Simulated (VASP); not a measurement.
Wanted: the native input for a VASP 6.6.1 run.

```yaml
Task: single point
Functional: PBE
Potentials_or_basis: VASP PAW PBE potentials, release 64 (Li_sv, F)
Cutoff: 520 eV
k_mesh: 9 × 9 × 6
Occupations: gaussian, width 0.05 eV
Spin: no spin polarisation
Dipole_correction: no
Further_INCAR_settings: ALGO = Normal; EDIFF = 1e-06; NBANDS = 18
```

The structure of LiF lies in POSCAR:

```
LiF
1.0
    3.2140071864      0.0000000000      0.0000000000
   -1.6070035932      2.7834118714      0.0000000000
    0.0000000000      0.0000000000      4.6368481678
Li F
2 2
Direct
    0.3333333333      0.6666666667      0.3606709794
    0.6666666667      0.3333333333      0.8606709794
    0.3333333333      0.6666666667      0.9939266766
    0.6666666667      0.3333333333      0.4939266766
```

This cell differs from its parent crystal: c/a of the conventional cell at fixed volume 1.4427.

The input as run:

INCAR

```
SYSTEM = LiF
PREC = Accurate
ENCUT = 520
EDIFF = 1E-6
ISMEAR = 0
SIGMA = 0.05
LREAL = .FALSE.
LASPH = .TRUE.
NELM = 100
ALGO = Normal
ISIF = 2
LWAVE = .FALSE.
LCHARG = .FALSE.
GGA = PE
NBANDS = 18
```

KPOINTS

```
Automatic mesh
0
G
  9 9 6
  0 0 0
```

Potentials or basis: VASP PAW PBE potentials, release 64 (Li_sv, F).

Launch:

```console
$ cat potpaw_PBE.64/Li_sv/POTCAR potpaw_PBE.64/F/POTCAR > POTCAR
$ mpirun -np 1 vasp_std > vasp.out
```

It gave:

```yaml
Largest_force: 0.974 eV/Å
Band_gap_on_the_k_mesh: 7.60 eV, direct
```

Run time: 19 s on 1 thread of Intel(R) Xeon(R) Platinum 8488C (Sapphire Rapids), on a shared host, peak memory 0.16 GiB.
